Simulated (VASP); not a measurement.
Set up this calculation in VASP 6.6.1, as the native input.

| Quantity | Value |
| --- | --- |
| Task | single point |
| Functional | PBE |
| Potentials or basis | VASP PAW PBE potentials, release 64 (K_sv, Ta_pv, O) |
| Cutoff | 520 eV |
| k mesh | 8 × 8 × 8 |
| Occupations | gaussian, width 0.02 eV |
| Spin | no spin polarisation |
| Dipole correction | no |
| Further INCAR settings | ALGO = Normal; EDIFF = 1e-06; NBANDS = 27 |

The structure of KTaO3 lies in POSCAR:

```
KTaO3
1.0
    4.1033101204      0.0000000000      0.0000000000
    0.0000000000      4.1033101204      0.0000000000
    0.0000000000      0.0000000000      4.1033101204
K Ta O
1 1 3
Direct
    0.5000000000      0.5000000000      0.5000000000
    0.0000000000      0.0000000000      0.0000000000
    0.5000000000      0.0000000000      0.0000000000
    0.0000000000      0.5000000000      0.0000000000
    0.0000000000      0.0000000000      0.5000000000
```

This cell differs from its parent crystal: volume scaled by 1.06.

One way to write it, as run:

INCAR

```
ALGO = Normal
EDIFF = 1E-6
ENCUT = 520
GGA = PE
ISIF = 2
ISMEAR = 0
LASPH = T
LCHARG = F
LREAL = F
LWAVE = F
NBANDS = 27
NELM = 100
PREC = Accurate
SIGMA = 0.02
```

KPOINTS

```
k-points
0
Gamma
  8 8 8
```

Potentials or basis: VASP PAW PBE potentials, release 64 (K_sv, Ta_pv, O).

Command:

```console
$ cat potpaw_PBE.64/K_sv/POTCAR potpaw_PBE.64/Ta_pv/POTCAR potpaw_PBE.64/O/POTCAR > POTCAR
$ mpirun -np 1 vasp_std > vasp.out
```

Results of the run:

```json
{"Pressure": "-9.2 GPa", "Band gap on the k mesh": "1.98 eV, indirect (least direct gap 2.62 eV)"}
```

Caveat: spin-orbit coupling is left out, which moves the levels of the heavy elements.

Wall time 39 s on 1 thread of AMD EPYC 9R45 96-Core Processor (Zen 5), with other jobs on the host, peak memory 0.18 GiB.
